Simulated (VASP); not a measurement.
Crystal: Ta2N.

```
Ta N
1.0
     3.17391    0.00000    0.00000
    -1.58696    2.74869    0.00000
     0.00000    0.00000    4.96535
Ta N
2 1
Cartesian
  0.0000 1.8325 1.2647
  1.5870 0.9162 3.7006
  0.0000 0.0000 0.0000
```

Base run:

| Item | Value |
| --- | --- |
| Program | VASP 6.6.1 |
| Functional | LDA |
| Potentials or basis | VASP PAW LDA potentials, release 64 (Ta_pv, N) |
| Cutoff | 520 eV |
| k mesh | 10 × 10 × 6 |
| Occupations | fermi-dirac, width 0.05 eV |
| Spin | no spin polarisation |

Its results: pressure -26.3 GPa; largest force 0.691 eV/Å.

The run is repeated on the same cell with these changes: functional from LDA to PBEsol; potentials or basis from VASP PAW LDA potentials, release 64 (Ta_pv, N) to VASP PAW PBE potentials, release 64 (Ta_pv, N). What comes out?

Pressure -22.2 GPa; largest force 0.538 eV/Å.

Caveats: the PAW data sets were made with another functional, which shifts forces and pressure a little (some runs).
